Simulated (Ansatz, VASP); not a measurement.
Two plane-wave programs on Mo

```xyz
1
Lattice="-1.5816 1.5816 1.5816 1.5816 -1.5816 1.5816 1.5816 1.5816 -1.5816" Properties=species:S:1:pos:R:3 pbc="T T T"
Mo    0.0000    0.0000    0.0000
```

Alike in both runs: functional PBE; k mesh 8 × 8 × 8; occupations gaussian, width 0.1 eV; no spin polarisation.

Ansatz relaxed the structure, and its values are those at the end. VASP's run is a single point on that final structure, the one shown.

|  | VASP | Ansatz |
| --- | --- | --- |
| version | VASP 6.6.1 | Ansatz 0.2.0 |
| potentials or method | VASP PAW PBE potentials, release 64 (Mo_sv), cutoff 500 eV | scalar-relativistic, plane waves, PAW |
| valence electrons in the cell | 14 | 14 |

```csv
,VASP,Ansatz,Ansatz less VASP
gap on the k mesh at the Fermi level (eV),none,none,-
pressure (GPa),0.5,0.0,-0.53
```

A gap of «none» marks a metal or a gap that the smearing closes.
